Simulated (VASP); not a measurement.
Input of a VASP 6.6.1 run:

INCAR

```
SYSTEM = LaPd3S4
  PREC = Accurate
  ENCUT = 520
  EDIFF = 1E-6
  ISMEAR = 0
  SIGMA = 0.1
  LREAL = Auto
  LASPH = .True.
  NELM = 80
  ALGO = Normal
  ISIF = 2
  LWAVE = .False.
  LCHARG = .True.
  LELF = .True.
  LVHAR = .True.
  NBANDS = 79
```

KPOINTS

```
regular mesh
0
Gamma
  4 4 4
  0 0 0
```

File POSCAR:

```
LaPd3S4
1.0
    6.7650254000      0.0000000000      0.0000000000
    0.0000000000      6.7650254000      0.0000000000
    0.0000000000      0.0000000000      6.7650254000
La Pd S
2 6 8
Direct
    0.5000000000      0.5000000000      0.5000000000
    0.0000000000      0.0000000000      0.0000000000
    0.7500000000      0.0000000000      0.5000000000
    0.5000000000      0.7500000000      0.0000000000
    0.0000000000      0.5000000000      0.7500000000
    0.0000000000      0.5000000000      0.2500000000
    0.2500000000      0.0000000000      0.5000000000
    0.5000000000      0.2500000000      0.0000000000
    0.7500000000      0.2500000000      0.2500000000
    0.2500000000      0.2500000000      0.7500000000
    0.2500000000      0.7500000000      0.2500000000
    0.7500000000      0.7500000000      0.7500000000
    0.2500000000      0.7500000000      0.7500000000
    0.7500000000      0.7500000000      0.2500000000
    0.2500000000      0.2500000000      0.2500000000
    0.7500000000      0.2500000000      0.7500000000
```

Potentials or basis: VASP PAW LDA potentials, release 64 (La, Pd, S).

Command:

```bash
$ cat potpaw_LDA.64/La/POTCAR potpaw_LDA.64/Pd/POTCAR potpaw_LDA.64/S/POTCAR > POTCAR
$ mpirun -np 1 vasp_std > vasp.out
```

(1) Estimate the band gap on the k mesh.

(2) What does it give for the pressure?

Answers

(1) zero (bands 65 and 66 overlap by 0.40 eV).

(2) -6.6 GPa.

Caveat: the cell stands under tension; spin-orbit coupling is left out, which moves the levels of the heavy elements.
